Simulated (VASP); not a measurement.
Here is a VASP 6.6.1 calculation.

The input INCAR:

```
PREC = Accurate
ENCUT = 520
EDIFF = 1E-7
ISMEAR = 0
SIGMA = 0.15
LREAL = F
LASPH = T
NELM = 150
ALGO = Normal
ISIF = 2
LWAVE = F
LCHARG = F
ISPIN = 2
MAGMOM = 1.925 0 0
LORBIT = 11
NUPDOWN = 1.925
LMAXMIX = 4
GGA = PE
NBANDS = 20
```

Contents of KPOINTS:

```
Automatic mesh
0
Gamma
  14 14 14
```

Contents of POSCAR:

```
CoSi2
1.0
    0.0000000000      2.7154125383      2.7154125383
    2.7154125383      0.0000000000      2.7154125383
    2.7154125383      2.7154125383      0.0000000000
Co Si
1 2
Direct
    0.0000000000      0.0000000000      0.0000000000
    0.2500000000      0.2500000000      0.2500000000
    0.7500000000      0.7500000000      0.7500000000
```

Potentials or basis: VASP PAW PBE potentials, release 64 (Co, Si).

Launch:

```sh
$ cat potpaw_PBE.64/Co/POTCAR potpaw_PBE.64/Si/POTCAR > POTCAR
$ mpirun -np 1 vasp_std > vasp.out
```

What does it give for the pressure?

6.3 GPa.

Caveat: the total moment is fixed, so each spin has its own Fermi level.
